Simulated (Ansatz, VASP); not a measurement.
One calculation of PbS, two programs

The input POSCAR:

```
PbS
1.0
    0.0000000000      3.3009775035      3.1088606128
    3.3009775035      0.0000000000      3.1088606128
    3.3009775035      3.3009775035      0.0000000000
Pb S
1 1
Direct
    0.0000000000      0.0000000000      0.0000000000
    0.2500000000      0.2500000000      0.2500000000
```

INCAR.step1

```
ALGO = Normal ; EDIFF = 1E-4
ENCUT = 520 ; GGA = PE
ISMEAR = 0 ; LASPH = True
LCHARG = False ; LREAL = False
LWAVE = True ; NBANDS = 17
NELM = 60 ; PREC = Accurate
SIGMA = 0.01
```

File INCAR.step2:

```
ALGO = Normal ; EDIFF = 1E-6
ENCUT = 520 ; ISIF = 2
ISMEAR = 0 ; ISTART = 1
LASPH = True ; LCHARG = False
LMIXTAU = True ; LREAL = False
LWAVE = False ; METAGGA = R2SCAN
NBANDS = 17 ; NELM = 60
PREC = Accurate ; SIGMA = 0.01
```

The input KPOINTS:

```
k-points
0
Gamma
  6 6 6
```

Input for Ansatz:

```yaml
crystal:
  lattice:
    - [0.0, 3.3009775035, 3.1088606128]
    - [3.3009775035, 0.0, 3.1088606128]
    - [3.3009775035, 3.3009775035, 0.0]
  atoms:
    - { symbol: Pb, position: [0.0, 0.0, 0.0] }
    - { symbol: S, position: [0.25, 0.25, 0.25] }
kpoints:
  mp_grid: { grid: [6, 6, 6] }
  band_path:
    path:
      - [0.0, 0.0, 0.0]
      - [-0.5, -0.5, 0.0]
      - [-0.375, -0.375, 0.25]
      - [-0.375, 0.0, 0.375]
      - [0.0, 0.0, 0.5]
      - [-0.5, -0.25, 0.25]
    npoints: 1
hamiltonian:
  xc: r2scan
scf:
  occupations: { method: fixed }
  n_extra_bands: 4
output:
  forces: true
  stress: true
  eigenvalues: true
```

Change from the starting cell: uniaxial_z strain -5.8%.

Alike in both runs: task single point; functional r2SCAN; k mesh 6 × 6 × 6; no spin polarisation.

|  | VASP | Ansatz |
| --- | --- | --- |
| version | VASP 6.6.1 | Ansatz 0.2.0 |
| potentials or method | VASP PAW PBE potentials, release 64 (Pb_d, S) | plane waves, PAW |
| plane-wave cutoff (eV) | 520 | 500 |
| occupations | gaussian, width 0.01 eV | fixed |
| valence electrons in the cell | 20 | 20 |

Ansatz gave:

| Quantity | Value |
| --- | --- |
| gap on the k mesh at the Fermi level (eV) | 0.70 |
| pressure (GPa) | 2.5 |
| traceless stress, the component that is largest in VASP (GPa) | -0.18 |

**Question.** Which values does VASP return?

**Answer.** gap on the k mesh at the Fermi level (eV): 0.70; pressure (GPa): 2.5; traceless stress, the component that is largest in VASP (GPa): -0.19.

VASP's potentials were made for PBE, not for r2SCAN.

Neither program's run includes spin-orbit coupling.
